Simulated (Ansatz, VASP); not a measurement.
Two plane-wave programs on SiNi

```
Ni Si
1.0
     2.88270    0.00000    0.00000
     0.00000    3.21336    0.00000
     0.00000    0.00000    4.58196
Ni Si
2 2
Direct
  0.50000 0.50000 0.34250
  0.00000 0.00000 0.65750
  0.50000 0.50000 0.84314
  0.00000 0.00000 0.15686
```

Alike in both runs: task single point; functional BLYP; k mesh 9 × 8 × 6; occupations fermi-dirac, width 0.05 eV; collinear spin.

```csv
,VASP,Ansatz
version,VASP 6.6.1,Ansatz 0.2.0
potentials or method,"VASP PAW PBE potentials, release 64 (Ni_sv_GW, Si)",Ansatz PAW
plane-wave cutoff (eV),590,420
valence electrons in the cell,44,44
```

VASP gave:

| Property | Result |
| --- | --- |
| gap on the k mesh at the Fermi level (eV) | none |
| rms of the force components (eV/Å) | 0.030 |
| net moment per atom (μB) | 0.00 |

Problem. Estimate Ansatz's values.

Solution. gap on the k mesh at the Fermi level (eV): none; rms of the force components (eV/Å): 0.015; net moment per atom (μB): 0.00.

VASP's potentials were made for PBE, not for BLYP. Atom by atom the forces differ by 0.015 eV/Å (rms over components). A gap of «none» marks a metal or a gap that the smearing closes.
